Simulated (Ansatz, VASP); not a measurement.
One calculation of AlN, two programs

```
Al N
1.0
     0.00000    1.96472    1.96472
     1.96472    0.00000    1.96472
     1.96472    1.96472    0.00000
Al N
1 1
Cartesian
  0.0000 0.0000 0.0000
  1.9647 1.9647 1.9647
```

Change from the starting cell: volume scaled by 0.98.

Alike in both runs: task single point; functional LDA; k mesh 10 × 10 × 10; occupations fermi-dirac, width 0.02 eV; no spin polarisation.

|  | VASP | Ansatz |
| --- | --- | --- |
| version | VASP 6.6.1 | Ansatz 0.2.0 |
| potentials or method | VASP PAW LDA potentials, release 64 (Al, N), cutoff 520 eV | all-electron LAPW, scalar-relativistic |

Ansatz gave:

* gap on the k mesh at the Fermi level (eV): 5.05
* pressure (GPa): 19.3

Task: Estimate VASP's values.

Result: gap on the k mesh at the Fermi level (eV): 5.03; pressure (GPa): 20.1.

LDA's correlation is that of Perdew and Zunger in VASP and of Perdew and Wang (1992) in Ansatz. Ansatz ran all-electron here, and VASP with PAW potentials.
